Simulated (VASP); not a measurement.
# CuSi16 (a cell with a defect): single point with PBE

Crystal: CuSi16 (a cell with a defect).

```
Si Cu
1.0
     0.00000    5.43000    5.43000
     5.43000    0.00000    5.43000
     5.43000    5.43000    0.00000
Si Cu
16 1
Direct
  0.00233 0.00111 0.99803
  0.11717 0.13232 0.12399
  0.97303 0.00719 0.50795
  0.11211 0.12464 0.62566
  0.01042 0.50347 0.00459
  0.13088 0.62865 0.13009
  0.00258 0.49692 0.50258
  0.11717 0.62369 0.63332
  0.50714 0.00213 0.98317
  0.62807 0.12620 0.11221
  0.48924 0.98515 0.48616
  0.60154 0.11557 0.61512
  0.50496 0.49870 0.99998
  0.63621 0.61978 0.12024
  0.50695 0.48354 0.50292
  0.62837 0.61148 0.62746
  0.33986 0.84908 0.34860
```

- Program: VASP 6.6.1
- Task: single point
- Functional: PBE
- Potentials or basis: VASP PAW PBE potentials, release 64 (Si, Cu)
- Cutoff: 520 eV
- k mesh: 2 × 2 × 2
- Occupations: gaussian, width 0.02 eV
- Spin: no spin polarisation

```json
{"Largest force": "0.039 eV/Å"}
```

Forces on the atoms (eV/Å):
```
Si   0.007  0.005 -0.005
Si   0.000  0.014  0.005
Si   0.002 -0.030 -0.024
Si  -0.009  0.003  0.000
Si   0.006 -0.006 -0.007
Si  -0.011 -0.002  0.005
Si   0.007 -0.004  0.007
Si  -0.004  0.009  0.014
Si  -0.004 -0.022  0.011
Si  -0.005  0.005  0.000
Si   0.010  0.005  0.014
Si   0.012  0.015  0.015
Si   0.006 -0.002 -0.004
Si  -0.008  0.006  0.000
Si  -0.014  0.006 -0.023
Si  -0.003 -0.004  0.000
Cu   0.007  0.004 -0.009
```

Levels at points of the mesh, in eV from the Fermi level:
```csv
k point,band 33,band 34,band 35,band 36,band 37,band 38,band 39,band 40,band 41,band 42
"(0.00, 0.00, 0.00)",-1.06,-1.01,-0.64,-0.19,-0.07,0.07,0.41,0.59,0.61,0.68
"(0.50, 0.00, 0.00)",-2.04,-0.94,-0.88,-0.87,-0.80,0.49,1.15,1.25,1.32,1.42
"(0.00, 0.50, 0.00)",-2.01,-0.94,-0.90,-0.84,-0.74,0.55,1.12,1.26,1.31,1.44
"(0.00, 0.00, 0.50)",-2.01,-0.94,-0.90,-0.84,-0.74,0.55,1.13,1.26,1.31,1.44
"(0.50, 0.50, 0.50)",-2.14,-0.91,-0.89,-0.65,-0.52,0.53,1.00,1.34,1.37,1.57
"(0.50, 0.50, 0.00)",-1.83,-1.54,-1.46,-1.43,-1.08,0.66,0.99,1.94,2.06,2.17
"(0.00, 0.50, 0.50)",-1.86,-1.51,-1.50,-1.41,-1.11,0.67,0.99,1.96,2.05,2.17
"(0.50, 0.00, 0.50)",-1.83,-1.54,-1.46,-1.43,-1.08,0.65,0.99,1.94,2.06,2.17
```

It took 5.8 min on 1 thread of Intel(R) Xeon(R) Platinum 8559C (Emerald Rapids), with other jobs on the host, peak memory 0.48 GiB.

Caveat: the k points lie up to 0.50 Å⁻¹ apart; the cell carries a net charge on a neutralising background, which shifts energy and pressure; the cell is charged against a uniform background, so pressure and absolute levels hang on convention.
